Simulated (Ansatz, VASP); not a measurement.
**Two plane-wave programs on Ga4Sb3As**

```
Ga Sb As
1.0
     6.09940    0.00000    0.00000
     0.00000    6.09940    0.00000
     0.00000    0.00000    6.09940
Ga Sb As
4 3 1
Direct
  0.25880 0.74120 0.25880
  0.25880 0.25880 0.74120
  0.74120 0.74120 0.74120
  0.74120 0.25880 0.25880
  0.50000 0.00000 0.00000
  0.00000 0.00000 0.50000
  0.00000 0.50000 0.00000
  0.50000 0.50000 0.50000
```

Alike in both runs: functional PBE; k mesh 4 × 4 × 4; occupations gaussian, width 0.1 eV; no spin polarisation.

Ansatz relaxed the structure, and its values are those at the end. VASP's run is a single point on that final structure, the one shown.

```csv
,VASP,Ansatz
version,VASP 6.6.1,Ansatz 0.2.0
potentials or method,"VASP PAW PBE potentials, release 64 (Ga_d, Sb, As), cutoff 520 eV","scalar-relativistic, plane waves, PAW"
valence electrons in the cell,72,112
```

```tsv
	VASP	Ansatz	Ansatz less VASP
gap on the k mesh at the Fermi level (eV)	none	none	-
pressure (GPa)	0.2	0.1	-0.08
```

A gap of «none» marks a metal or a gap that the smearing closes. VASP's potentials hold 72 valence electrons a cell and Ansatz's 112, so a difference there can come from the potentials and not from the codes.

Spin-orbit coupling is off throughout.
